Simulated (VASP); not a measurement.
Write the native input for VASP 6.6.1 that does the following.

```yaml
Task: single point
Functional: PBE
Potentials_or_basis: VASP PAW PBE potentials, release 64 (C)
Cutoff: 520 eV
k_mesh: 12 × 12 × 4
Occupations: gaussian, width 0.05 eV
Spin: no spin polarisation
Dipole_correction: no
Further_INCAR_settings: ALGO = Normal; EDIFF = 1e-07; NBANDS = 26
```

The structure of C lies in POSCAR:

```
C
1.0
    2.5601158911      0.0000000000      0.0000000000
   -1.2800579455      2.2171253983      0.0000000000
    0.0000000000      0.0000000000      8.4433802906
C
8
Direct
   -0.0055028011     -0.0110056021      0.0929732494
   -0.0055028011     -0.0110056021      0.5929732494
   -0.0055028011     -0.0110056021      0.4070267506
   -0.0055028011     -0.0110056021      0.9070267506
    0.3388361344      0.6776722688      0.1555299995
    0.6721694677      0.3443389355      0.6555299995
    0.3388361344      0.6776722688      0.3444700005
    0.6721694677      0.3443389355      0.8444700005
```

This cell differs from its parent crystal: atoms displaced along a vibrational mode, the cell strained.

The input as run:

INCAR

```
SYSTEM = C
  PREC = Accurate
  ENCUT = 520
  EDIFF = 1E-7
  ISMEAR = 0
  SIGMA = 0.05
  LREAL = .False.
  LASPH = .True.
  NELM = 60
  ALGO = Normal
  ISIF = 2
  LWAVE = .False.
  LCHARG = .False.
  GGA = PE
  NBANDS = 26
```

KPOINTS

```
regular mesh
0
Gamma
  12 12 4
  0 0 0
```

Potentials or basis: VASP PAW PBE potentials, release 64 (C).

Run with:

```sh
$ cat potpaw_PBE.64/C/POTCAR > POTCAR
$ mpirun -np 1 vasp_std > vasp.out
```

It gave:

- Pressure: -18.4 GPa
- Largest force: 1.446 eV/Å
- Band gap on the k mesh: 4.12 eV (least direct gap 4.77 eV)

Caveat: the cell differs from its parent crystal (atoms displaced along a vibrational mode, the cell strained); the cell stands under tension; forces of over 1 eV/Å act on the atoms, so gaps and moduli don't describe the material at rest.

Wall time 58 s on 1 thread of Intel(R) Xeon(R) 6975P-C (Granite Rapids), on a shared host, peak memory 0.23 GiB.
